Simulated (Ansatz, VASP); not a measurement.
LiCl: VASP beside Ansatz

Contents of INCAR:

```
SYSTEM = LiCl
PREC = Accurate
ENCUT = 520
EDIFF = 1E-6
ISMEAR = 0
SIGMA = 0.02
LREAL = .FALSE.
LASPH = .TRUE.
NELM = 100
ALGO = Normal
ISIF = 2
LWAVE = .FALSE.
LCHARG = .FALSE.
GGA = PE
NBANDS = 18
```

Contents of KPOINTS:

```
Automatic mesh
0
G
  9 9 4
  0 0 0
```

Contents of POSCAR:

```
LiCl
1.0
    3.9248822083      0.0000000000      0.0000000000
   -1.9624411042      3.3990476993      0.0000000000
    0.0000000000      0.0000000000      6.3571610000
Li Cl
2 2
Direct
    0.6666666700      0.3333333300      0.8760170000
    0.3333333300      0.6666666700      0.3760170000
    0.6666666700      0.3333333300      0.4989840000
    0.4288775986      0.6666666700      0.9989840000
```

Input for Ansatz:

```yaml
crystal:
  lattice:
    - [3.9248822083, 0.0, 0.0]
    - [-1.9624411042, 3.3990476993, 0.0]
    - [0.0, 0.0, 6.357161]
  atoms:
    - { symbol: Li, position: [0.66666667, 0.33333333, 0.876017] }
    - { symbol: Li, position: [0.33333333, 0.66666667, 0.376017] }
    - { symbol: Cl, position: [0.66666667, 0.33333333, 0.498984] }
    - { symbol: Cl, position: [0.4288775986, 0.66666667, 0.998984] }
basis:
  ecutwfc: 420
kpoints:
  mp_grid: { grid: [9, 9, 4] }
hamiltonian:
  xc: pbe
scf:
  occupations: { method: gaussian, width: 0.02 }
output:
  forces: true
  stress: true
  eigenvalues: true
  write_density: true
  write_potential: true
  elf: true
  volumetric_format: npy
```

Change from the starting cell: one atom moved.

Alike in both runs: task single point; functional PBE; k mesh 9 × 9 × 4; occupations gaussian, width 0.02 eV; no spin polarisation.

|  | VASP | Ansatz |
| --- | --- | --- |
| version | VASP 6.6.1 | Ansatz 0.2.0 |
| potentials or method | VASP PAW PBE potentials, release 64 (Li_sv, Cl), cutoff 520 eV | scalar-relativistic, plane waves, PAW |
| valence electrons in the cell | 20 | 20 |

|  | VASP | Ansatz | Ansatz less VASP |
| --- | --- | --- | --- |
| gap on the k mesh at the Fermi level (eV) | 5.78 | 5.77 | -0.006 |
| least direct gap on the mesh (eV) | 5.78 | 5.77 | -0.006 |
| rms of the force components (eV/Å) | 0.439 | 0.430 | -0.0084 |

Atom by atom the forces differ by 0.009 eV/Å (rms over components).

Noted on VASP's run: the cutoff is short for stress, so the pressure is rough.
